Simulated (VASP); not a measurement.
Au, 2 atoms in the cell. It takes space group P6_3/mmc (No. 194, hexagonal). Conventional cell: a = 2.886 Å, b = 2.886 Å, c = 4.713 Å, α = 90.00°, β = 90.00°, γ = 120.00°. Within 3.8 Å of Au (site symmetry -6m2) lie 12 Au at 2.89 Å. 

```yaml
Program: VASP 6.6.1
Task: relaxation of cell and atoms
Functional: LDA
Potentials_or_basis: VASP PAW LDA potentials, release 64 (Au)
Cutoff: 500 eV
k_mesh: 18 × 18 × 10
Occupations: gaussian, width 0.1 eV
Spin: no spin polarisation
Dipole_correction: no
Further_INCAR_settings: ALGO = Normal; EDIFF = 1e-07; IBRION = 2; EDIFFG = -0.002; NSW = 100; ISIF = 3
```

Potentials or basis: VASP PAW LDA potentials, release 64 (Au).

Command:

```console
$ cat potpaw_LDA.64/Au/POTCAR > POTCAR
$ mpirun -np 1 vasp_std > vasp.out
```

Hardware: 1 thread of AMD EPYC 7R13, with other jobs on the host.

Estimate the wall time of this run.

It took 14 min on 1 thread of AMD EPYC 7R13 (shared host), peak memory 0.2 GiB. Counts: scf iterations 63, k points 222, ion steps 10.
